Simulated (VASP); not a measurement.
# TiAl (P4mm) in VASP: single point with PBE

Aim: the single point of TiAl with PBE.

All numbers are computed with VASP 6.6.1; they aren't measurements. Logs are shortened: lines on timing, memory, paths and dates and some standing lists are left out, and cuts for length are marked.

## 1. The cell of the first run

It takes space group P4mm (No. 99, tetragonal). Conventional cell: a = 3.179 Å, b = 3.179 Å, c = 3.179 Å, α = 90.00°, β = 90.00°, γ = 90.00°. Ti (site symmetry 4mm) has 8 Al at 2.63 to 2.89 Å and 6 Ti at 3.18 Å within 3.5 Å. Al (site symmetry 4mm) has 8 Ti at 2.63 to 2.89 Å and 6 Al at 3.18 Å within 3.5 Å.

## 2. Single point, PBE (one atom moved)

Contents of INCAR:

```
SYSTEM = TiAl
PREC = Accurate
ENCUT = 520
EDIFF = 1E-7
ISMEAR = 0
SIGMA = 0.1
LREAL = .FALSE.
LASPH = .TRUE.
NELM = 80
ALGO = Normal
ISIF = 2
LWAVE = .FALSE.
LCHARG = .FALSE.
GGA = PE
NBANDS = 14
```

Contents of KPOINTS:

```
Automatic mesh
0
G
  12 12 12
  0 0 0
```

Contents of POSCAR:

```
TiAl
1.0
    3.1790640000      0.0000000000      0.0000000000
    0.0000000000      3.1790640000      0.0000000000
    0.0000000000      0.0000000000      3.1790640000
Ti Al
1 1
Direct
    0.0000000000      0.0000000000      0.0707755490
    0.5000000000      0.5000000000      0.5000000000
```

Potentials or basis: VASP PAW PBE potentials, release 64 (Ti_sv, Al).

Command:

```
> cat potpaw_PBE.64/Ti_sv/POTCAR potpaw_PBE.64/Al/POTCAR > POTCAR
> mpirun -np 1 vasp_std > vasp.out
```

OUTCAR:

```text
SYSTEM = TiAl
   PREC = Accurate
   ENCUT = 520
   EDIFF = 1E-7
   ISMEAR = 0
   LREAL = .FALSE.
   LASPH = .TRUE.
   NELM = 80
   ISIF = 2
   GGA = PE

 ion  position               nearest neighbor table
   1  0.000  0.000  0.071-   2 2.63   2 2.63   2 2.63   2 2.63   2 2.89   2 2.89   2 2.89   2 2.89

   2  0.500  0.500  0.500-   1 2.63   1 2.63   1 2.63   1 2.63   1 2.89   1 2.89   1 2.89   1 2.89

  LATTYP: Found a simple cubic cell.
 ALAT       =     3.1790640000

  Lattice vectors:

 A1 = (   3.1790640000,   0.0000000000,   0.0000000000)
 A2 = (   0.0000000000,   3.1790640000,   0.0000000000)
 A3 = (   0.0000000000,   0.0000000000,   3.1790640000)

Analysis of symmetry for initial positions (statically):
=====================================================================
 Subroutine PRICEL returns:
 Original cell was already a primitive cell.

 Routine SETGRP: Setting up the symmetry group for a
 simple cubic supercell.

 Subroutine GETGRP returns: Found  8 space group operations
 (whereof  8 operations were pure point group operations)
 out of a pool of 48 trial point group operations.

The static configuration has the point symmetry C_4v.

Analysis of symmetry for dynamics (positions and initial velocities):
=====================================================================
 Subroutine PRICEL returns:
 Original cell was already a primitive cell.

 Routine SETGRP: Setting up the symmetry group for a
 simple cubic supercell.

 Subroutine GETGRP returns: Found  8 space group operations
 (whereof  8 operations were pure point group operations)
 out of a pool of 48 trial point group operations.

The dynamic configuration has the point symmetry C_4v.

 Subroutine INISYM returns: Found  8 space group operations
 (whereof  8 operations are pure point group operations),
 and found     1 'primitive' translations

----------------------------------------------------------------------------------------

                                     Primitive cell

  volume of cell :      32.1290

  direct lattice vectors                    reciprocal lattice vectors
     3.179064000  0.000000000  0.000000000     0.314557996  0.000000000  0.000000000
     0.000000000  3.179064000  0.000000000     0.000000000  0.314557996  0.000000000
     0.000000000  0.000000000  3.179064000     0.000000000  0.000000000  0.314557996

  length of vectors
     3.179064000  3.179064000  3.179064000     0.314557996  0.314557996  0.314557996

  position of ions in fractional coordinates (direct lattice)
     0.000000000  0.000000000  0.070775549
     0.500000000  0.500000000  0.500000000

  ion indices of the primitive-cell ions
   primitive index   ion index
                 1           1
                 2           2

----------------------------------------------------------------------------------------

 KPOINTS: Automatic mesh

Automatic generation of k-mesh.
 Grid dimensions read from file:
 generate k-points for:   12   12   12

 Generating k-lattice:

  Cartesian coordinates                     Fractional coordinates (reciprocal lattice)
     0.026213166  0.000000000  0.000000000     0.083333333  0.000000000  0.000000000
     0.000000000  0.026213166  0.000000000     0.000000000  0.083333333  0.000000000
     0.000000000  0.000000000  0.026213166     0.000000000  0.000000000  0.083333333

  Length of vectors
     0.026213166  0.026213166  0.026213166

  Shift w.r.t. Gamma in fractional coordinates (k-lattice)
     0.000000000  0.000000000  0.000000000

 Subroutine IBZKPT returns following result:
 ===========================================

 Found    196 irreducible k-points:

 Following reciprocal coordinates:
            Coordinates               Weight
  0.000000  0.000000  0.000000      1.000000
  0.083333  0.000000  0.000000      4.000000
  0.000000  0.000000  0.083333      2.000000
  0.166667  0.000000  0.000000      4.000000
  0.000000  0.000000  0.166667      2.000000
  0.250000  0.000000  0.000000      4.000000
[... 16 lines left out ...]
  0.000000  0.333333  0.083333      8.000000
  0.083333  0.000000  0.333333      8.000000
 [... further k-points ...]
   k-points           NKPTS =    196   k-points in BZ     NKDIM =    196   number of bands    NBANDS=     14
   number of dos      NEDOS =    301   number of ions     NIONS =      2
   total plane-waves  NPLWV =  13824
   dimension x,y,z NGX =    24 NGY =   24 NGZ =   24
   dimension x,y,z NGXF=    48 NGYF=   48 NGZF=   48
   ions per type =               1   1
   NGX,Y,Z   is equivalent  to a cutoff of  12.55, 12.55, 12.55 a.u.
   NGXF,Y,Z  is equivalent  to a cutoff of  25.10, 25.10, 25.10 a.u.
 SYSTEM =  TiAl
   PREC   = accura    normal or accurate (medium, high low for compatibility)
   ISTART =      0    job   : 0-new  1-cont  2-samecut
   ICHARG =      2    charge: 1-file 2-atom 10-const
   ISPIN  =      1    spin polarized calculation?
   LNONCOLLINEAR =      F non collinear calculations
   LSORBIT =      F    spin-orbit coupling
   LASPH  =      T    aspherical Exc in radial PAW
   ENCUT  =  520.0 eV  38.22 Ry    6.18 a.u.   5.91  5.91  5.91*2*pi/ulx,y,z
   NELM   =     80;   NELMIN=  2; NELMDL= -5     # of ELM steps
   EDIFF  = 0.1E-06   stopping-criterion for ELM
   LREAL  =      F    real-space projection
   EDIFFG = 0.1E-05   stopping-criterion for IOM
   NSW    =      0    number of steps for IOM
   IBRION =     -1    ionic relax: 0-MD 1-quasi-New 2-CG
   NFREE  =      0    steps in history (QN), initial steepest desc. (CG)
   ISIF   =      2    stress and relaxation
   ISYM   =      2    0-nonsym 1-usesym 2-fastsym
   POTIM  = 0.5000    time-step for ionic-motion
   TEBEG  =    0.0;   TEEND  =   0.0 temperature during run
   PSTRESS=    0.0 pullay stress
   NELECT =      15.0000    total number of electrons
   NUPDOWN=      -1.0000    fix difference up-down
   EMIN   =  10.00;   EMAX   =-10.00  energy-range for DOS
   EFERMI =   0.00;   METHOD = LEGACY
   ISMEAR =     0;   SIGMA  =   0.10  broadening in eV -4-tet -1-fermi 0-gaus
   EFERMI_NEDOS =   21; number of points for ismear=-14 and -15
   IALGO  =     38    algorithm
   IMIX   =      4    mixing-type and parameters
     AMIX     =   0.40;   BMIX     =  1.00
     AMIX_MAG =   1.60;   BMIX_MAG =  1.00
  volume/ion in A,a.u.               =      16.06       108.41
  Fermi-wavevector in a.u.,A,eV,Ry     =   1.270007  2.399964 21.945065  1.612917
  Thomas-Fermi vector in A             =   2.403017
   LORBIT       =      0    0 simple, 1 ext, 2 COOP (PROOUT), +10 PAW based schemes
   GGA     = PE    functional components
   LHFCALC =     F    Hartree Fock is set to
   AEXX    =    0.0000 exact exchange contribution
   IVDW    =     0    specifies the selected vdW correction
   LEPSILON=     F    determine dielectric tensor
   LRPA    =     F    only Hartree local field effects (RPA)
 non-spin polarized calculation
 Gauss-broadening in eV      SIGMA  =   0.10
  energy-cutoff  :      520.00
  volume of cell :       32.13
 maximum number of plane-waves:       912
 NGX is ok and might be reduce to    24
   NGX = 11   NGY = 11   NGZ = 11

 number of electron      14.9999995 magnetization

 Free energy of the ion-electron system (eV)
  ---------------------------------------------------
  ext. energy  EPLUGINS =         0.00000000
  ---------------------------------------------------
  free energy    TOTEN  =       -11.95384891 eV

  energy without entropy =      -11.94053677  energy(sigma->0) =      -11.94719284

 E-fermi :   8.7479     XC(G=0): -11.0751

 val. band max:        8.7426288004   @ k =   0.3333   0.2500   0.2500
 cond. band min:       8.7502167685   @ k =   0.2500   0.0000   0.3333
 fundamental gap:      0.0075879681
 Fermi energy:         8.7479170216

 k-point     1 :       0.0000    0.0000    0.0000
  band No.  band energies     occupation
      1     -48.1243      2.00000
      2     -24.3309      2.00000
      3     -24.3309      2.00000
      4     -24.3259      2.00000
      5      -0.4918      2.00000
      6       7.2812      2.00000
      7       7.2879      2.00000
      8      10.5197      0.00000
      9      10.5440      0.00000
     10      10.5440      0.00000
     11      13.2449      0.00000
     12      13.2449      0.00000
     13      13.3391      0.00000
     14      17.5233      0.00000

 k-point     2 :       0.0833    0.0000    0.0000
  band No.  band energies     occupation
      1     -48.1233      2.00000
      2     -24.3427      2.00000
      3     -24.3299      2.00000
      4     -24.3248      2.00000
      5      -0.3809      2.00000
      6       7.2283      2.00000
      7       7.3360      2.00000
      8      10.3135      0.00000
      9      10.3740      0.00000
     10      10.5764      0.00000
     11      12.7083      0.00000
     12      13.5123      0.00000
     13      13.6770      0.00000
     14      17.3978      0.00000

 k-point     3 :       0.0000    0.0000    0.0833
  band No.  band energies     occupation
      1     -48.1233      2.00000
      2     -24.3374      2.00000
      3     -24.3299      2.00000
      4     -24.3299      2.00000
      5      -0.3817      2.00000
      6       7.2307      2.00000
      7       7.3297      2.00000
      8      10.3635      0.00000
      9      10.3635      0.00000
     10      10.5326      0.00000
     11      12.8522      0.00000
     12      13.5046      0.00000
     13      13.5046      0.00000
     14      17.5074      0.00000
[... 324 lines left out ...]
 k-point    23 :       0.0000    0.3333    0.0833
  band No.  band energies     occupation
      1     -48.1121      2.00000
      2     -24.4592      2.00000
      3     -24.3255      2.00000
      4     -24.3185      2.00000
      5       1.2908      2.00000
      6       5.5124      2.00000
      7       7.8951      2.00000
      8       9.1141      0.00000
      9       9.1684      0.00000
     10      10.5902      0.00000
     11      11.5220      0.00000
     12      15.0127      0.00000
     13      16.1486      0.00000
     14      16.5197      0.00000

 k-point    24 :       0.0833    0.0000    0.3333
  band No.  band energies     occupation
      1     -48.1122      2.00000
      2     -24.4523      2.00000
      3     -24.3309      2.00000
      4     -24.3187      2.00000
      5       1.2796      2.00000
      6       5.5034      2.00000
      7       7.8704      2.00000
      8       9.0957      0.00000
      9       9.2506      0.00000
     10      10.5466      0.00000
     11      11.5877      0.00000
     12      15.0216      0.00000
     13      16.0794      0.00000
     14      16.5238      0.00000

 [... further k-points ...]

------------------------ aborting loop because EDIFF is reached ----------------------------------------

  FORCE on cell =-STRESS in cart. coord.  units (eV):
  Direction    XX          YY          ZZ          XY          YZ          ZX
  --------------------------------------------------------------------------------------
  -------------------------------------------------------------------------------------
  Total        0.7197467      0.7197467      0.2164753      0.0000000     -0.0000000      0.0000000
  in kB       35.8915704     35.8915704     10.7949600      0.0000000     -0.0000000      0.0000000
  external PRESSURE =      27.5260336 kB  Pullay stress =       0.0000000 kB

 VOLUME and BASIS-vectors are now :
 -----------------------------------------------------------------------------
  energy-cutoff  :      520.00
  volume of cell :       32.13
      direct lattice vectors                 reciprocal lattice vectors
     3.179064000  0.000000000  0.000000000     0.314557996  0.000000000  0.000000000
     0.000000000  3.179064000  0.000000000     0.000000000  0.314557996  0.000000000
     0.000000000  0.000000000  3.179064000     0.000000000  0.000000000  0.314557996

 POSITION                                       TOTAL-FORCE (eV/Angst)
 -----------------------------------------------------------------------------------
      0.00000      0.00000      0.22500        -0.000000      0.000000     -1.405884
      1.58953      1.58953      1.58953         0.000000      0.000000      1.405884
 -----------------------------------------------------------------------------------
    total drift:                                0.000000      0.000000     -0.000418

  FREE ENERGIE OF THE ION-ELECTRON SYSTEM (eV)
  ---------------------------------------------------
  free  energy   TOTEN  =       -11.9538489082 eV

  energy  without entropy=      -11.9405367700  energy(sigma->0) =      -11.94719284
```

Run time: 19 s. Hardware: 1 thread of Intel Xeon 6975P-C (Granite Rapids), shared host; peak memory 0.2 GiB.

Results:

- Free energy: -11.9538 eV
- Pressure: 2.8 GPa
- Largest force: 1.406 eV/Å

Forces on the atoms (eV/Å):
```
Ti   0.000  0.000 -1.406
Al   0.000  0.000  1.406
```

Stress tensor (GPa, compression positive):
```
3.59 0.00 0.00
0.00 3.59 0.00
0.00 0.00 1.08
```

Caveat: the cell differs from its parent crystal (one atom moved); forces of over 1 eV/Å act on the atoms, so gaps and moduli don't describe the material at rest.
